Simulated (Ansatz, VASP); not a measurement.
**V in VASP and in Ansatz**

Contents of INCAR:

```
  PREC = Accurate
  ENCUT = 520
  EDIFF = 1E-7
  ISMEAR = -1
  SIGMA = 0.05
  LREAL = F
  LASPH = T
  NELM = 150
  ALGO = Fast
  ISIF = 2
  LWAVE = F
  LCHARG = T
  ISPIN = 2
  MAGMOM = 2
  LORBIT = 11
  LMAXMIX = 4
  GGA = PE
  LELF = T
  LVHAR = T
  NBANDS = 16
```

File KPOINTS:

```
Automatic mesh
0
Gamma
  11 12 13
```

File POSCAR:

```
V
1.0
   -1.3684684610      1.6301755760      1.6368742335
    1.4948749075     -1.4812502885      1.6143553924
    1.2640050264      1.3767868539     -1.4879489459
V
1
Direct
    0.0000000000      0.0000000000      0.0000000000
```

File input.yaml:

```yaml
crystal:
  lattice:
    - [-1.368468461, 1.630175576, 1.6368742335]
    - [1.4948749075, -1.4812502885, 1.6143553924]
    - [1.2640050264, 1.3767868539, -1.4879489459]
  atoms:
    - { symbol: V, position: [0.0, 0.0, 0.0], spin: 2.0 }
kpoints:
  mp_grid: { grid: [11, 12, 13] }
scf:
  occupations: { method: fermi_dirac, width: 0.05 }
hamiltonian:
  xc: pbe
  pseudopotentials: { kind: all_electron, lapw: { basis_error: 0.0005 } }
magnetization:
  spin_polarized: true
output:
  forces: true
  stress: true
  eigenvalues: true
```

Change from the starting cell: volume scaled by 0.98.

Alike in both runs: task single point; functional PBE; k mesh 11 × 12 × 13; occupations fermi-dirac, width 0.05 eV; collinear spin.

|  | VASP | Ansatz |
| --- | --- | --- |
| version | VASP 6.6.1 | Ansatz 0.2.0 |
| potentials or method | VASP PAW PBE potentials, release 64 (V_sv), cutoff 520 eV | all-electron LAPW, scalar-relativistic |

VASP gave:

- gap on the k mesh at the Fermi level (eV): none
- pressure (GPa): 2.6
- traceless stress, the component that is largest in VASP (GPa): 9.32
- net moment per atom (μB): 0.00

**Question.** Estimate Ansatz's values.

**Answer.** gap on the k mesh at the Fermi level (eV): none; pressure (GPa): 2.3; traceless stress, the component that is largest in VASP (GPa): 9.33; net moment per atom (μB): 0.00.

A gap of «none» marks a metal or a gap that the smearing closes. Ansatz ran all-electron here, and VASP with PAW potentials.
